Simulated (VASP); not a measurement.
# AlCo (Pm-3m) in VASP: a series of runs, part 2 of 2

VASP 6.6.1.

### Step 3. Single point, r2SCAN, collinear spin, ferromagnetic start

This run uses another cell than the first one, of 11.26 Å³/atom.

Input file POSCAR:

```
AlCo
1.0
    2.8240914286      0.0000000000      0.0000000000
    0.0000000000      2.8240914286      0.0000000000
    0.0000000000      0.0000000000      2.8240914286
Al Co
1 1
Direct
    0.0000000000      0.0000000000      0.0000000000
    0.5000000000      0.5000000000      0.5000000000
```

Input file INCAR.step1:

```
SYSTEM = AlCo
PREC = Accurate
ENCUT = 520
ISMEAR = 0
SIGMA = 0.1
LREAL = .FALSE.
LASPH = .TRUE.
NELM = 150
ISPIN = 2
MAGMOM = 0 1.8
LMAXMIX = 4
NBANDS = 17
GGA = PE
ALGO = Normal
EDIFF = 1E-4
LWAVE = .TRUE.
LCHARG = .FALSE.
```

Input file INCAR.step2:

```
SYSTEM = AlCo
PREC = Accurate
ENCUT = 520
EDIFF = 1E-7
ISMEAR = 0
SIGMA = 0.1
LREAL = .FALSE.
LASPH = .TRUE.
NELM = 150
ALGO = Normal
ISIF = 2
LWAVE = .FALSE.
LCHARG = .FALSE.
ISPIN = 2
MAGMOM = 0 1.8
LORBIT = 11
LMAXMIX = 4
METAGGA = R2SCAN
LMIXTAU = .TRUE.
NBANDS = 17
ISTART = 1
```

Input file KPOINTS:

```
regular mesh
0
G
  12 12 12
  0 0 0
```

Potentials or basis: VASP PAW PBE potentials, release 64 (Al, Co).

Launch:

```
cat potpaw_PBE.64/Al/POTCAR potpaw_PBE.64/Co/POTCAR > POTCAR
cp INCAR.step1 INCAR
mpirun -np 1 vasp_std > vasp.out
cp INCAR.step2 INCAR
mpirun -np 1 vasp_std > vasp.out
```

OUTCAR:

```text
SYSTEM = AlCo
   PREC = Accurate
   ENCUT = 520
   EDIFF = 1E-7
   ISMEAR = 0
   LREAL = .FALSE.
   LASPH = .TRUE.
   NELM = 150
   ISIF = 2
   ISPIN = 2
   LORBIT = 11
   METAGGA = R2SCAN
   ISTART = 1

 ion  position               nearest neighbor table
   1  0.000  0.000  0.000-   2 2.45   2 2.45   2 2.45   2 2.45   2 2.45   2 2.45   2 2.45   2 2.45

   2  0.500  0.500  0.500-   1 2.45   1 2.45   1 2.45   1 2.45   1 2.45   1 2.45   1 2.45   1 2.45

  LATTYP: Found a simple cubic cell.
 ALAT       =     2.8240914286

  Lattice vectors:

 A1 = (   2.8240914286,   0.0000000000,   0.0000000000)
 A2 = (   0.0000000000,   2.8240914286,   0.0000000000)
 A3 = (   0.0000000000,   0.0000000000,   2.8240914286)

Analysis of symmetry for initial positions (statically):
=====================================================================
 Subroutine PRICEL returns:
 Original cell was already a primitive cell.

 Routine SETGRP: Setting up the symmetry group for a
 simple cubic supercell.

 Subroutine GETGRP returns: Found 48 space group operations
 (whereof 48 operations were pure point group operations)
 out of a pool of 48 trial point group operations.

The static configuration has the point symmetry O_h .

Analysis of symmetry for dynamics (positions and initial velocities):
=====================================================================
 Subroutine PRICEL returns:
 Original cell was already a primitive cell.

 Routine SETGRP: Setting up the symmetry group for a
 simple cubic supercell.

 Subroutine GETGRP returns: Found 48 space group operations
 (whereof 48 operations were pure point group operations)
 out of a pool of 48 trial point group operations.

The dynamic configuration has the point symmetry O_h .

Analysis of structural, dynamic, and magnetic symmetry:
=====================================================================
 Subroutine PRICEL returns:
 Original cell was already a primitive cell.

 Routine SETGRP: Setting up the symmetry group for a
[... 151 lines left out ...]
  free energy    TOTEN  =       -21.08017570 eV

  energy without entropy =      -21.07688570  energy(sigma->0) =      -21.07853070

 E-fermi :  10.8916     XC(G=0): -13.4016

 val. band max:       10.8763502186   @ k =   0.5000   0.5000   0.2500
 cond. band min:      10.9095169869   @ k =   0.5000   0.4167   0.1667
 fundamental gap:      0.0331667683
 Fermi energy:        10.8915797941

 spin component 1

 k-point     1 :       0.0000    0.0000    0.0000
  band No.  band energies     occupation
      1      -1.0393      1.00000
      2       7.6852      1.00000
      3       7.6852      1.00000
      4       9.7590      1.00000
      5       9.7590      1.00000
      6       9.7590      1.00000
[... 459 lines left out ...]
      6       9.2251      1.00000
[... 9 lines left out ...]
     16      34.5027      0.00000
     17      34.8726      0.00000

 [... further k-points ...]

 spin component 2

 k-point     1 :       0.0000    0.0000    0.0000
  band No.  band energies     occupation
      1      -1.0379      1.00000
      2       7.6795      1.00000
      3       7.6795      1.00000
      4       9.7573      1.00000
      5       9.7573      1.00000
      6       9.7574      1.00000
[... 459 lines left out ...]
      6       9.2236      1.00000
[... 9 lines left out ...]
     16      34.5019      0.00000
     17      34.8730      0.00000

 [... further k-points ...]

------------------------ aborting loop because EDIFF is reached ----------------------------------------

  FORCE on cell =-STRESS in cart. coord.  units (eV):
  Direction    XX          YY          ZZ          XY          YZ          ZX
  --------------------------------------------------------------------------------------
  -------------------------------------------------------------------------------------
  Total       -0.0732078     -0.0732078     -0.0732078     -0.0000000     -0.0000000     -0.0000000
  in kB       -5.2075314     -5.2075314     -5.2075314     -0.0000000     -0.0000000     -0.0000000
  external PRESSURE =      -5.2075314 kB  Pullay stress =       0.0000000 kB

 VOLUME and BASIS-vectors are now :
 -----------------------------------------------------------------------------
  energy-cutoff  :      520.00
  volume of cell :       22.52
      direct lattice vectors                 reciprocal lattice vectors
     2.824091429  0.000000000  0.000000000     0.354096185  0.000000000  0.000000000
     0.000000000  2.824091429  0.000000000     0.000000000  0.354096185  0.000000000
     0.000000000  0.000000000  2.824091429     0.000000000  0.000000000  0.354096185

 POSITION                                       TOTAL-FORCE (eV/Angst)
 -----------------------------------------------------------------------------------
      0.00000      0.00000      0.00000         0.000000      0.000000      0.000000
      1.41205      1.41205      1.41205         0.000000      0.000000      0.000000
 -----------------------------------------------------------------------------------
    total drift:                                0.000000      0.000000     -0.000000

  FREE ENERGIE OF THE ION-ELECTRON SYSTEM (eV)
  ---------------------------------------------------
  free  energy   TOTEN  =       -21.0801756978 eV

  energy  without entropy=      -21.0768857014  energy(sigma->0) =      -21.07853070

 total charge

# of ion       s       p       d       tot
------------------------------------------
    1        0.395   0.453   0.000   0.847
    2        0.465   0.572   7.508   8.545
--------------------------------------------------
tot          0.860   1.025   7.508   9.392

 magnetization (x)

# of ion       s       p       d       tot
------------------------------------------
    1        0.000   0.000   0.000   0.000
    2        0.000   0.000  -0.003  -0.003
--------------------------------------------------
tot          0.000   0.000  -0.003  -0.003
```

OUTCAR.step1:

```text
SYSTEM = AlCo
   PREC = Accurate
   ENCUT = 520
   ISMEAR = 0
   LREAL = .FALSE.
   LASPH = .TRUE.
[... 1206 lines left out ...]
      0.00000      0.00000      0.00000         0.000000      0.000000      0.000000
      1.41205      1.41205      1.41205         0.000000      0.000000      0.000000
 -----------------------------------------------------------------------------------
    total drift:                                0.000000      0.000000     -0.000000

  FREE ENERGIE OF THE ION-ELECTRON SYSTEM (eV)
  ---------------------------------------------------
  free  energy   TOTEN  =       -11.9790579116 eV

  energy  without entropy=      -11.9748118749  energy(sigma->0) =      -11.97693489
```

OSZICAR.step1:

```text
N       E                     dE             d eps       ncg     rms          rms(c)
DAV:   1     0.376080591597E+02    0.37608E+02   -0.46580E+03  5808   0.707E+02
DAV:   2    -0.112933280429E+02   -0.48901E+02   -0.43572E+02  6508   0.151E+02
DAV:   3    -0.132550848889E+02   -0.19618E+01   -0.19333E+01  6973   0.323E+01
DAV:   4    -0.132833131285E+02   -0.28228E-01   -0.28209E-01  6922   0.342E+00
DAV:   5    -0.132841419664E+02   -0.82884E-03   -0.82876E-03  7016   0.633E-01    0.137E+01
DAV:   6    -0.159267758095E+02   -0.26426E+01   -0.46232E+01  6358   0.727E+01    0.165E+01
DAV:   7    -0.120067204298E+02    0.39201E+01   -0.24573E+01  6545   0.465E+01    0.221E+00
DAV:   8    -0.119910115153E+02    0.15709E-01   -0.13335E-01  6945   0.235E+00    0.127E+00
DAV:   9    -0.119797461896E+02    0.11265E-01   -0.46214E-02  7296   0.165E+00    0.544E-01
DAV:  10    -0.119790766647E+02    0.66952E-03   -0.10122E-03  6630   0.238E-01    0.182E-01
DAV:  11    -0.119790579116E+02    0.18753E-04   -0.69156E-05  4105   0.772E-02
   1 F= -.11979058E+02 E0= -.11976935E+02  d E =-.424604E-02  mag=     0.0009
```

Run time: 7.8 min. Hardware: 1 thread of AMD EPYC 7R13, shared host; peak memory 0.16 GiB.

Results:

| Item | Value |
| --- | --- |
| Free energy | -21.0802 eV |
| Pressure | -0.5 GPa |
| Band gap on the k mesh | zero (filled and empty bands overlap) |
| Net moment | 0.00 μB per cell |
| Valence electrons inside the program's atomic spheres | Al 0.85; Co 8.54 |

Caveat: the moments typed at the start vanished in this run; the PAW data sets were made with another functional, which shifts forces and pressure a little.

### Step 4. Relaxation of cell and atoms, r2SCAN, collinear spin, ferromagnetic start

This run uses another cell than the first one, of 11.21 Å³/atom.

Input file POSCAR:

```
AlCo
1.0
    2.8194030000      0.0000000000      0.0000000000
    0.0000000000      2.8194030000      0.0000000000
    0.0000000000      0.0000000000      2.8194030000
Al Co
1 1
Direct
    0.0000000000      0.0000000000      0.0000000000
    0.5000000000      0.5000000000      0.5000000000
```

Input file INCAR.step1:

```
ALGO = Normal
EDIFF = 1E-4
ENCUT = 600
GGA = PE
ISMEAR = 0
ISPIN = 2
LASPH = T
LCHARG = F
LMAXMIX = 4
LREAL = F
LWAVE = T
MAGMOM = 0 1.8
NELM = 150
PREC = Accurate
SIGMA = 0.1
```

Input file INCAR.step2:

```
ALGO = Normal
EDIFF = 1E-6
EDIFFG = -0.03
ENCUT = 600
IBRION = 2
ISIF = 3
ISMEAR = 0
ISPIN = 2
ISTART = 1
LASPH = T
LCHARG = F
LMAXMIX = 4
LMIXTAU = T
LORBIT = 11
LREAL = F
LWAVE = F
MAGMOM = 0 1.8
METAGGA = R2SCAN
NELM = 150
NSW = 80
PREC = Accurate
SIGMA = 0.1
```

Input file KPOINTS:

```
k-points
0
Gamma
  12 12 12
```

Launch:

```
cat potpaw_PBE.64/Al/POTCAR potpaw_PBE.64/Co/POTCAR > POTCAR
cp INCAR.step1 INCAR
mpirun -np 1 vasp_std > vasp.out
cp INCAR.step2 INCAR
mpirun -np 1 vasp_std > vasp.out
```

Wall time 10 min (1 thread of AMD EPYC 7R13, shared host); peak memory 0.17 GiB.

The run converged. Its results:

- Free energy: -21.0806 eV
- Relaxed volume: 11.23 Å³/atom
- Relaxed cell: a = 2.821 Å, b = 2.821 Å, c = 2.821 Å, α = 90.00°, β = 90.00°, γ = 90.00°
- Space group after relaxing (to 0.1 Å): Pm-3m (No. 221)
- Energy gained by relaxing: 0.0 meV/atom
- Ionic steps: 3
- Pressure after relaxing: -0.3 GPa
- Band gap on the k mesh: zero (filled and empty bands overlap)
- Net moment: 0.00 μB per cell
- Valence electrons inside the program's atomic spheres: Al 0.85; Co 8.55

Final structure:
```cif
data_structure
_symmetry_space_group_name_H-M 'P 1'
_symmetry_Int_Tables_number 1
_cell_length_a 2.8213
_cell_length_b 2.8213
_cell_length_c 2.8213
_cell_angle_alpha 90.000
_cell_angle_beta 90.000
_cell_angle_gamma 90.000
_cell_volume 22.46
loop_
_atom_site_label
_atom_site_type_symbol
_atom_site_fract_x
_atom_site_fract_y
_atom_site_fract_z
_atom_site_occupancy
Al1 Al 0.00000 0.00000 0.00000 1
Co1 Co 0.50000 0.50000 0.50000 1
```

Levels at points of the mesh, in eV from the Fermi level:
Spin up:
| k point | band 4 | band 5 | band 6 | band 7 | band 8 | band 9 |
| --- | --- | --- | --- | --- | --- | --- |
| (0.00, 0.00, 0.00) | -1.14 | -1.14 | -1.14 | 6.46 | 6.46 | 6.46 |
| (0.50, 0.00, 0.00) | -2.06 | -2.06 | -1.02 | 0.25 | 8.74 | 11.26 |
| (0.50, 0.50, 0.00) | -3.04 | -1.85 | -1.85 | -0.20 | 2.61 | 3.74 |
| (0.50, 0.50, 0.50) | -0.16 | -0.16 | 2.33 | 2.33 | 2.33 | 5.14 |
Spin down:
| k point | band 3 | band 4 | band 5 | band 6 | band 7 | band 8 | band 9 | band 10 |
| --- | --- | --- | --- | --- | --- | --- | --- | --- |
| (0.00, 0.00, 0.00) | -3.23 | -1.14 | -1.14 | -1.14 | 6.46 | 6.46 | 6.46 | 9.10 |
| (0.50, 0.00, 0.00) | -2.55 | -2.06 | -2.06 | -1.02 | 0.23 | 8.74 | 11.26 | 11.26 |
| (0.50, 0.50, 0.00) | -3.04 | -3.04 | -1.85 | -1.85 | -0.21 | 2.61 | 3.74 | 14.08 |
| (0.50, 0.50, 0.50) | -4.44 | -0.17 | -0.17 | 2.34 | 2.34 | 2.34 | 5.14 | 5.56 |

Caveat: the moments typed at the start vanished in this run; the PAW data sets were made with another functional, which shifts forces and pressure a little.

The gap in the log of VASP goes by the Fermi energy; the results here count the filled bands.